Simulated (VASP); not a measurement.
Input of a VASP 6.6.1 run:

INCAR

```
ALGO = Normal
EDIFF = 1E-7
ENCUT = 520
ISIF = 2
ISMEAR = -1
LASPH = T
LCHARG = F
LREAL = F
LWAVE = F
NBANDS = 12
NELM = 60
PREC = Accurate
SIGMA = 0.03
```

KPOINTS

```
k-points
0
Gamma
  10 10 10
```

Contents of POSCAR:

```
LiF
1.0
    0.0000000000      2.0140000000      1.9737200000
    2.0140000000      0.0000000000      1.9737200000
    2.0140000000      2.0140000000      0.0000000000
Li F
1 1
Direct
    0.0000000000      0.0000000000      0.0000000000
    0.5000000000      0.5000000000      0.5000000000
```

Potentials or basis: VASP PAW LDA potentials, release 64 (Li_sv, F).

Launch:

```sh
$ cat potpaw_LDA.64/Li_sv/POTCAR potpaw_LDA.64/F/POTCAR > POTCAR
$ mpirun -np 1 vasp_std > vasp.out
```

Task: What does it give for the band gap on the k mesh?

Result: 9.00 eV, direct.

Caveat: the cell differs from its parent crystal (zz strain of -2 %). A k mesh can miss the band edges.
